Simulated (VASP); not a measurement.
Here is a VASP 6.6.1 calculation.

The input INCAR:

```
SYSTEM = KZrF4
PREC = Accurate
ENCUT = 520
EDIFF = 1E-6
ISMEAR = 0
SIGMA = 0.1
LREAL = .False.
LASPH = .True.
NELM = 150
ALGO = Normal
ISIF = 2
LWAVE = .False.
LCHARG = .False.
ISPIN = 2
MAGMOM = 0 1 0 0 0 0
LORBIT = 11
LMAXMIX = 4
GGA = PE
NBANDS = 38
```

The input KPOINTS:

```
regular mesh
0
Gamma
  4 4 6
  0 0 0
```

File POSCAR:

```
KZrF4
1.0
    3.9595975513     -3.9975538196      0.0000000000
    3.9595975513      3.9975538196      0.0000000000
    0.0000000000      0.0000000000      3.6748755152
K Zr F
1 1 4
Direct
    0.5000000000      0.5000000000      0.5000000000
    0.0000000000      0.0000000000      0.0000000000
    0.7452161711      0.7452161711      0.0000000000
    0.2547838289      0.2547838289      0.0000000000
    0.1523095863      0.8476904137      0.5000000000
    0.8476904137      0.1523095863      0.5000000000
```

Potentials or basis: VASP PAW PBE potentials, release 64 (K_sv, Zr_sv, F).

Launch:

```console
$ cat potpaw_PBE.64/K_sv/POTCAR potpaw_PBE.64/Zr_sv/POTCAR potpaw_PBE.64/F/POTCAR > POTCAR
$ mpirun -np 1 vasp_std > vasp.out
```

Estimate the net moment.

1.00 μB per cell.

Predict the band gap on the k mesh.

0.57 eV (least direct gap 1.01 eV).

What does it give for the site moments?

K +0.00; Zr +0.65; F -0.01, +0.01 (each value once) μB.

Forces in eV/Å, atoms in the order of the input:
```
K    0.000  0.000  0.000
Zr   0.000  0.000  0.000
F   -0.189  0.000  0.000
F    0.189  0.000  0.000
F    0.000 -0.167  0.000
F    0.000  0.167  0.000
```

Caveat: semilocal functionals underestimate gaps, and a narrow one can read as zero. A k mesh can miss the band edges.
